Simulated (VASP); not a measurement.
# SnIrS3 (P4mm) in VASP: further runs

The runs below take SnIrS3 through single point, relaxation of cell and atoms, with PBE.

Program: VASP 6.6.1. These are calculated values, not measurements. Logs are shortened: lines on timing, memory, paths and dates and some standing lists are left out, and cuts for length are marked.

## (1) The cell of the first run

Symmetry: P4mm, No. 99, tetragonal system. Conventional cell: a = 4.480 Å, b = 4.480 Å, c = 5.584 Å, α = 90.00°, β = 90.00°, γ = 90.00°. Within 3.6 Å of Sn (site symmetry 4mm) lie 8 S at 2.75 to 3.34 Å. Within 3.0 Å of Ir (site symmetry 4mm) lie 5 S at 2.23 to 2.34 Å. S (site symmetry 4mm) has 1 Ir at 2.23 Å within 3.0 Å. S (site symmetry 2mm) has 2 Ir at 2.34 Å and 2 Sn at 2.75 Å and 4 S at 3.17 Å within 3.2 Å.

## (2) Single point, PBE

The input, INCAR:

```
PREC     = Accurate       # precision mode
ENCUT    = 520            # plane-wave cutoff, eV
EDIFF    = 1E-6           # SCF threshold, eV
ISMEAR   = 0              # smearing method
SIGMA    = 0.1            # smearing width, eV
LREAL    = F              # projectors in reciprocal space
LASPH    = T              # aspherical terms in the spheres
NELM     = 60             # most SCF steps
ALGO     = Normal         # electronic algorithm
ISIF     = 2              # what is computed and relaxed
LWAVE    = F              # write WAVECAR
LCHARG   = F              # write CHGCAR
GGA      = PE             # functional
NBANDS   = 28             # bands
```

The input, KPOINTS:

```
regular mesh
0
Gamma
  8 8 8
```

The input, POSCAR:

```
SnIrS3
1.0
    4.4795263681      0.0000000000      0.0000000000
    0.0000000000      4.4795263681      0.0000000000
    0.0000000000      0.0000000000      5.5839720741
Sn Ir S
1 1 3
Direct
    0.0000000000      0.0000000000      0.1345168168
    0.5000000000      0.5000000000      0.5432016710
    0.5000000000      0.5000000000      0.9430002459
    0.0000000000      0.5000000000      0.4196406332
    0.5000000000      0.0000000000      0.4196406332
```

Potentials or basis: VASP PAW PBE potentials, release 64 (Sn_d, Ir, S).

The run is started by

```
> cat potpaw_PBE.64/Sn_d/POTCAR potpaw_PBE.64/Ir/POTCAR potpaw_PBE.64/S/POTCAR > POTCAR
> mpirun -np 1 vasp_std > vasp.out
```

OUTCAR:

```text
PREC = Accurate
   ENCUT = 520
   EDIFF = 1E-6
   ISMEAR = 0
   LREAL = F
   LASPH = T
   NELM = 60
   ISIF = 2
   GGA = PE

 ion  position               nearest neighbor table
   1  0.000  0.000  0.135-   4 2.75   5 2.75   4 2.75   5 2.75
   2  0.500  0.500  0.543-   3 2.23   4 2.34   5 2.34   5 2.34   4 2.34
   3  0.500  0.500  0.943-   2 2.23
   4  0.000  0.500  0.420-   2 2.34   2 2.34   1 2.75   1 2.75
   5  0.500  0.000  0.420-   2 2.34   2 2.34   1 2.75   1 2.75

  LATTYP: Found a simple tetragonal cell.
 ALAT       =     4.4795263681
 C/A-ratio  =     1.2465541254

  Lattice vectors:

 A1 = (   4.4795263681,   0.0000000000,   0.0000000000)
 A2 = (   0.0000000000,   4.4795263681,   0.0000000000)
 A3 = (   0.0000000000,   0.0000000000,   5.5839720741)

Analysis of symmetry for initial positions (statically):
=====================================================================
 Subroutine PRICEL returns:
 Original cell was already a primitive cell.

 Routine SETGRP: Setting up the symmetry group for a
 simple tetragonal supercell.

 Subroutine GETGRP returns: Found  8 space group operations
 (whereof  8 operations were pure point group operations)
 out of a pool of 16 trial point group operations.

The static configuration has the point symmetry C_4v.

Analysis of symmetry for dynamics (positions and initial velocities):
=====================================================================
 Subroutine PRICEL returns:
 Original cell was already a primitive cell.

 Routine SETGRP: Setting up the symmetry group for a
 simple tetragonal supercell.

 Subroutine GETGRP returns: Found  8 space group operations
 (whereof  8 operations were pure point group operations)
 out of a pool of 16 trial point group operations.

The dynamic configuration has the point symmetry C_4v.

 Subroutine INISYM returns: Found  8 space group operations
 (whereof  8 operations are pure point group operations),
 and found     1 'primitive' translations

----------------------------------------------------------------------------------------

                                     Primitive cell

  volume of cell :     112.0489
[... 91 lines left out ...]
   LSORBIT =      F    spin-orbit coupling
   LASPH  =      T    aspherical Exc in radial PAW
   ENCUT  =  520.0 eV  38.22 Ry    6.18 a.u.   8.33  8.33 10.38*2*pi/ulx,y,z
   NELM   =     60;   NELMIN=  2; NELMDL= -5     # of ELM steps
   EDIFF  = 0.1E-05   stopping-criterion for ELM
   LREAL  =      F    real-space projection
   EDIFFG = 0.1E-04   stopping-criterion for IOM
   NSW    =      0    number of steps for IOM
   IBRION =     -1    ionic relax: 0-MD 1-quasi-New 2-CG
   NFREE  =      0    steps in history (QN), initial steepest desc. (CG)
   ISIF   =      2    stress and relaxation
   ISYM   =      2    0-nonsym 1-usesym 2-fastsym
   POTIM  = 0.5000    time-step for ionic-motion
   TEBEG  =    0.0;   TEEND  =   0.0 temperature during run
   PSTRESS=    0.0 pullay stress
   NELECT =      41.0000    total number of electrons
   NUPDOWN=      -1.0000    fix difference up-down
   EMIN   =  10.00;   EMAX   =-10.00  energy-range for DOS
   EFERMI =   0.00;   METHOD = LEGACY
   ISMEAR =     0;   SIGMA  =   0.10  broadening in eV -4-tet -1-fermi 0-gaus
   EFERMI_NEDOS =   21; number of points for ismear=-14 and -15
   IALGO  =     38    algorithm
   IMIX   =      4    mixing-type and parameters
     AMIX     =   0.40;   BMIX     =  1.00
     AMIX_MAG =   1.60;   BMIX_MAG =  1.00
  volume/ion in A,a.u.               =      22.41       151.23
  Fermi-wavevector in a.u.,A,eV,Ry     =   1.170937  2.212751 18.654868  1.371094
  Thomas-Fermi vector in A             =   2.307388
   LORBIT       =      0    0 simple, 1 ext, 2 COOP (PROOUT), +10 PAW based schemes
   GGA     = PE    functional components
   LHFCALC =     F    Hartree Fock is set to
   AEXX    =    0.0000 exact exchange contribution
   IVDW    =     0    specifies the selected vdW correction
   LEPSILON=     F    determine dielectric tensor
   LRPA    =     F    only Hartree local field effects (RPA)
 non-spin polarized calculation
 Gauss-broadening in eV      SIGMA  =   0.10
  energy-cutoff  :      520.00
  volume of cell :      112.05
 maximum number of plane-waves:      3065
 NGX is ok and might be reduce to    36
   NGX = 17   NGY = 17   NGZ = 21

 number of electron      41.0000000 magnetization

 Free energy of the ion-electron system (eV)
  ---------------------------------------------------
  ext. energy  EPLUGINS =         0.00000000
  ---------------------------------------------------
  free energy    TOTEN  =       -25.45891794 eV

  energy without entropy =      -25.43403046  energy(sigma->0) =      -25.44647420

 E-fermi :   5.1185     XC(G=0):  -9.7972

 val. band max:        5.1002479152   @ k =   0.2500   0.2500   0.2500
 cond. band min:       5.1261776157   @ k =   0.5000   0.2500   0.2500
 fundamental gap:      0.0259297005
 Fermi energy:         5.1185005647

 k-point     1 :       0.0000    0.0000    0.0000
  band No.  band energies     occupation
      1     -16.0630      2.00000
      2     -16.0403      2.00000
      3     -16.0403      2.00000
      4     -16.0372      2.00000
      5     -16.0298      2.00000
      6      -9.5055      2.00000
[... 733 lines left out ...]
     27      11.8600      0.00000
     28      12.3219      0.00000

 [... further k-points ...]

------------------------ aborting loop because EDIFF is reached ----------------------------------------

  FORCE on cell =-STRESS in cart. coord.  units (eV):
  Direction    XX          YY          ZZ          XY          YZ          ZX
  --------------------------------------------------------------------------------------
  -------------------------------------------------------------------------------------
  Total        0.0503710      0.0503710      0.1155431      0.0000000     -0.0000000      0.0000000
  in kB        0.7202505      0.7202505      1.6521405      0.0000000     -0.0000000      0.0000000
  external PRESSURE =       1.0308805 kB  Pullay stress =       0.0000000 kB

 VOLUME and BASIS-vectors are now :
 -----------------------------------------------------------------------------
  energy-cutoff  :      520.00
  volume of cell :      112.05
      direct lattice vectors                 reciprocal lattice vectors
     4.479526368  0.000000000  0.000000000     0.223237887  0.000000000  0.000000000
     0.000000000  4.479526368  0.000000000     0.000000000  0.223237887  0.000000000
     0.000000000  0.000000000  5.583972074     0.000000000  0.000000000  0.179083990

 POSITION                                       TOTAL-FORCE (eV/Angst)
 -----------------------------------------------------------------------------------
      0.00000      0.00000      0.75114         0.000000     -0.000000     -0.002096
      2.23976      2.23976      3.03322         0.000000     -0.000000     -0.017720
      2.23976      2.23976      5.26569         0.000000      0.000000      0.055381
      0.00000      2.23976      2.34326         0.000000     -0.000000     -0.017782
      2.23976      0.00000      2.34326        -0.000000     -0.000000     -0.017782
 -----------------------------------------------------------------------------------
    total drift:                                0.000000      0.000000     -0.000223

  FREE ENERGIE OF THE ION-ELECTRON SYSTEM (eV)
  ---------------------------------------------------
  free  energy   TOTEN  =       -25.4589179359 eV

  energy  without entropy=      -25.4340304642  energy(sigma->0) =      -25.44647420
```

OSZICAR:

```text
N       E                     dE             d eps       ncg     rms          rms(c)
DAV:   1     0.407468550450E+03    0.40747E+03   -0.17376E+04  4280   0.168E+03
DAV:   2     0.303659482684E+02   -0.37710E+03   -0.36345E+03  4228   0.453E+02
DAV:   3    -0.242406584983E+02   -0.54607E+02   -0.52912E+02  5300   0.152E+02
DAV:   4    -0.270230997047E+02   -0.27824E+01   -0.27551E+01  4972   0.359E+01
DAV:   5    -0.271053334418E+02   -0.82234E-01   -0.82160E-01  5896   0.656E+00    0.206E+01
DAV:   6    -0.261671045570E+02    0.93823E+00   -0.14822E+01  5840   0.297E+01    0.139E+01
DAV:   7    -0.254984242312E+02    0.66868E+00   -0.44164E+00  5820   0.208E+01    0.685E+00
DAV:   8    -0.254640869092E+02    0.34337E-01   -0.29548E-01  4776   0.348E+00    0.155E+00
DAV:   9    -0.254582631139E+02    0.58238E-02   -0.45566E-02  5952   0.185E+00    0.325E-01
DAV:  10    -0.254586090037E+02   -0.34589E-03   -0.42322E-03  4884   0.573E-01    0.165E-01
DAV:  11    -0.254588330384E+02   -0.22403E-03   -0.42521E-04  4876   0.154E-01    0.819E-02
DAV:  12    -0.254588908551E+02   -0.57817E-04   -0.64137E-05  5116   0.510E-02    0.241E-02
DAV:  13    -0.254589148143E+02   -0.23959E-04   -0.23239E-05  4700   0.290E-02    0.104E-02
DAV:  14    -0.254589172647E+02   -0.24505E-05   -0.31428E-06  4620   0.151E-02    0.661E-03
DAV:  15    -0.254589179359E+02   -0.67115E-06   -0.16549E-06  3932   0.873E-03
   1 F= -.25458918E+02 E0= -.25446474E+02  d E =-.248875E-01
```

Wall time 83 s (1 thread of Intel Xeon 6975P-C (Granite Rapids), shared host); peak memory 0.38 GiB.

Results:

```yaml
Free_energy: -25.4589 eV
Pressure: 0.1 GPa
Largest_force: 0.055 eV/Å
Band_gap_on_the_k_mesh: zero (an odd number of electrons rules out a gap without spin polarisation)
```

Forces on the atoms (eV/Å):
```
Sn   0.000  0.000 -0.002
Ir   0.000  0.000 -0.018
S    0.000  0.000  0.055
S    0.000  0.000 -0.018
S    0.000  0.000 -0.018
```

Stress tensor (GPa, compression positive):
```
0.07 0.00 0.00
0.00 0.07 0.00
0.00 0.00 0.17
```

Caveat: spin-orbit coupling is left out, which moves the levels of the heavy elements.

## (3) Single point, PBE, collinear spin

This run uses another cell than the first one, of 22.49 Å³/atom.

The input, INCAR:

```
  PREC = Accurate
  ENCUT = 520
  EDIFF = 1E-6
  ISMEAR = 0
  SIGMA = 0.1
  LREAL = False
  LASPH = True
  NELM = 150
  ALGO = Normal
  ISIF = 2
  LWAVE = False
  LCHARG = False
  ISPIN = 2
  MAGMOM = 0 0.14 0 0 0
  LORBIT = 11
  LMAXMIX = 4
  GGA = PE
  NBANDS = 32
```

The input, KPOINTS:

```
regular mesh
0
Gamma
  4 4 4
```

The input, POSCAR:

```
SnIrS3
1.0
    4.4277331199      0.0000000000      0.0000000000
    0.0000000000      4.4277331199      0.0000000000
    0.0000000000      0.0000000000      5.7353264232
Sn Ir S
1 1 3
Direct
    0.0000000000      0.0000000000      0.1292267537
    0.5000000000      0.5000000000      0.5530198217
    0.5000000000      0.5000000000      0.9411942810
    0.0000000000      0.5000000000      0.4182795718
    0.5000000000      0.0000000000      0.4182795718
```

Potentials or basis: VASP PAW PBE potentials, release 64 (Sn_d, Ir, S).

The run is started by

```
> cat potpaw_PBE.64/Sn_d/POTCAR potpaw_PBE.64/Ir/POTCAR potpaw_PBE.64/S/POTCAR > POTCAR
> mpirun -np 1 vasp_std > vasp.out
```

Run time: 64 s. Hardware: 1 thread of Intel Xeon 6975P-C (Granite Rapids), shared host; peak memory 0.34 GiB.

It converged, with:

* Free energy: -25.5288 eV
* Pressure: 0.1 GPa
* Largest force: 0.050 eV/Å
* Net moment: 0.00 μB per cell
* Valence electrons inside the program's atomic spheres: Sn 12.02; Ir 8.37; S 3.63, 3.66 (each value once)

Forces in eV/Å, atoms in the order of the input:
```
Sn   0.000  0.000 -0.004
Ir   0.000  0.000  0.000
S    0.000  0.000  0.050
S    0.000  0.000 -0.023
S    0.000  0.000 -0.023
```

Stress tensor (GPa, compression positive):
```
0.02 0.00 0.00
0.00 0.02 0.00
0.00 0.00 0.14
```

Levels at points of the mesh, in eV from the Fermi level:
Spin up:
| k point | band 17 | band 18 | band 19 | band 20 | band 21 | band 22 | band 23 | band 24 |
| --- | --- | --- | --- | --- | --- | --- | --- | --- |
| (0.00, 0.00, 0.00) | -2.87 | -1.46 | -1.46 | 0.53 | 0.53 | 0.96 | 1.15 | 2.21 |
| (0.50, 0.00, 0.00) | -2.56 | -1.18 | -0.89 | -0.69 | -0.19 | 0.71 | 1.34 | 2.94 |
| (0.50, 0.50, 0.00) | -3.76 | -1.81 | -0.90 | -0.70 | -0.70 | -0.03 | 3.45 | 3.75 |
| (0.00, 0.00, 0.50) | -2.46 | -1.95 | -1.95 | 0.47 | 0.47 | 1.08 | 1.11 | 1.65 |
| (0.50, 0.00, 0.50) | -2.18 | -1.71 | -0.98 | 0.29 | 0.33 | 0.83 | 0.96 | 3.23 |
| (0.50, 0.50, 0.50) | -2.37 | -1.04 | -1.04 | -0.64 | -0.03 | 0.44 | 3.72 | 4.51 |
Spin down:
```csv
k point,band 17,band 18,band 19,band 20,band 21,band 22,band 23,band 24
"(0.00, 0.00, 0.00)",-2.87,-1.46,-1.46,0.53,0.53,0.96,1.15,2.21
"(0.50, 0.00, 0.00)",-2.56,-1.18,-0.89,-0.69,-0.19,0.71,1.34,2.94
"(0.50, 0.50, 0.00)",-3.76,-1.81,-0.90,-0.70,-0.70,-0.03,3.45,3.75
"(0.00, 0.00, 0.50)",-2.46,-1.95,-1.95,0.47,0.47,1.08,1.11,1.65
"(0.50, 0.00, 0.50)",-2.18,-1.71,-0.98,0.29,0.33,0.83,0.96,3.23
"(0.50, 0.50, 0.50)",-2.37,-1.04,-1.04,-0.64,-0.03,0.44,3.72,4.51
```

Caveat: spin-orbit coupling is left out, which moves the levels of the heavy elements.

## (4) Relaxation of cell and atoms, PBE

This run uses another cell than the first one, of 22.49 Å³/atom.

The input, INCAR:

```
PREC = Accurate
ENCUT = 600
EDIFF = 1E-6
ISMEAR = 0
SIGMA = 0.1
LREAL = F
LASPH = T
NELM = 100
ALGO = Normal
ISIF = 3
LWAVE = F
LCHARG = F
GGA = PE
IBRION = 2
NSW = 100
EDIFFG = -0.01
```

The input, KPOINTS:

```
regular mesh
0
Gamma
  8 8 8
```

POSCAR is that of step 3.

The run is started by

```
> cat potpaw_PBE.64/Sn_d/POTCAR potpaw_PBE.64/Ir/POTCAR potpaw_PBE.64/S/POTCAR > POTCAR
> mpirun -np 1 vasp_std > vasp.out
```

Run time: 9.8 min. Hardware: 1 thread of Intel Xeon 6975P-C (Granite Rapids), shared host; peak memory 0.45 GiB.

The run converged. Its results:

```
Free energy                           : -25.4598 eV
Relaxed volume                        : 22.46 Å³/atom
Relaxed cell                          : a = 4.479 Å, b = 4.479 Å, c = 5.599 Å, α = 90.00°, β = 90.00°, γ = 90.00°
Space group after relaxing (to 0.1 Å) : P4mm (No. 99)
Energy gained by relaxing             : 4.1 meV/atom
Ionic steps                           : 12
Pressure after relaxing               : 0.0 GPa
Largest force after relaxing          : 0.010 eV/Å
Band gap on the k mesh                : zero (an odd number of electrons rules out a gap without spin polarisation)
```

Forces in eV/Å, atoms in the order of the input:
```
Sn   0.000  0.000 -0.008
Ir   0.000  0.000 -0.009
S    0.000  0.000  0.010
S    0.000  0.000  0.004
S    0.000  0.000  0.004
```

Stress tensor (GPa, compression positive):
```
 0.04  0.00  0.00
 0.00  0.04  0.00
 0.00  0.00 -0.04
```

Step by step:
| step | energy change (eV) | largest force (eV/Å) | pressure (GPa) | volume (Å³) |
| --- | --- | --- | --- | --- |
| 1 | 0.0000 | 0.3183 | 0.03 | 112.44 |
| 2 | -0.0070 | 0.1335 | -0.08 | 112.51 |
| 3 | -0.0127 | 0.2766 | -0.32 | 112.67 |
| 4 | -0.0157 | 0.2525 | -0.20 | 112.55 |
| 5 | -0.0189 | 0.1974 | 0.12 | 112.21 |
| 6 | -0.0189 | 0.2017 | 0.09 | 112.25 |
| 7 | -0.0198 | 0.1152 | 0.03 | 112.33 |
| 8 | -0.0203 | 0.0484 | -0.03 | 112.46 |
| 9 | -0.0203 | 0.0507 | -0.02 | 112.46 |
| 10 | -0.0204 | 0.0367 | -0.06 | 112.45 |
| 11 | -0.0205 | 0.0057 | -0.06 | 112.41 |
| 12 | -0.0206 | 0.0099 | 0.01 | 112.31 |

Final structure:
```yaml
crystal:
  lattice:
    - [4.47885, 0.00000, 0.00000]
    - [0.00000, 4.47885, 0.00000]
    - [0.00000, 0.00000, 5.59857]
  atoms:
    - { symbol: Sn, position: [0.00000, 0.00000, 0.13500] }
    - { symbol: Ir, position: [0.50000, 0.50000, 0.54351] }
    - { symbol: S, position: [0.50000, 0.50000, 0.94278] }
    - { symbol: S, position: [0.00000, 0.50000, 0.41935] }
    - { symbol: S, position: [0.50000, 0.00000, 0.41935] }
```

Levels at points of the mesh, in eV from the Fermi level:
```tsv
k point	band 18	band 19	band 20	band 21	band 22	band 23
(0.00, 0.00, 0.00)	-1.46	-1.46	0.44	0.44	1.04	1.06
(0.50, 0.00, 0.00)	-0.85	-0.78	-0.53	-0.16	0.62	1.42
(0.50, 0.50, 0.00)	-1.66	-0.66	-0.45	-0.45	-0.08	3.61
(0.00, 0.00, 0.50)	-1.86	-1.86	0.43	0.43	1.00	1.18
(0.50, 0.00, 0.50)	-1.37	-0.88	0.29	0.41	0.99	1.39
(0.50, 0.50, 0.50)	-0.85	-0.85	-0.47	-0.08	0.94	4.05
```

Caveat: spin-orbit coupling is left out, which moves the levels of the heavy elements.

## (5) Summary

```tsv
task	spin	cell	k mesh	cutoff (eV)	gap on the mesh (eV)	pressure (GPa)	largest force (eV/Å)
single point	off	a = 4.480, b = 4.480, c = 5.584 Å, 5 atoms, atomic positions A	8 × 8 × 8	520	none	0.1	0.06
single point	collinear	a = 4.428, b = 4.428, c = 5.735 Å, 5 atoms, atomic positions B	4 × 4 × 4	520	none	0.1	0.05
relaxation of cell and atoms	off	relaxed from a = 4.428, b = 4.428, c = 5.735 Å, 5 atoms, atomic positions B	8 × 8 × 8	600	none	0.0	0.01
```

Alike in all rows: level PBE; potentials or basis VASP PAW PBE potentials, release 64 (Sn_d, Ir, S); smearing gaussian 0.1 eV.

Caveats: spin-orbit coupling is left out, which moves the levels of the heavy elements.

Total energies depend on the potentials used, so only differences within one code and one set of settings carry meaning.

The gap in the log of VASP goes by the Fermi energy; the results here count the filled bands.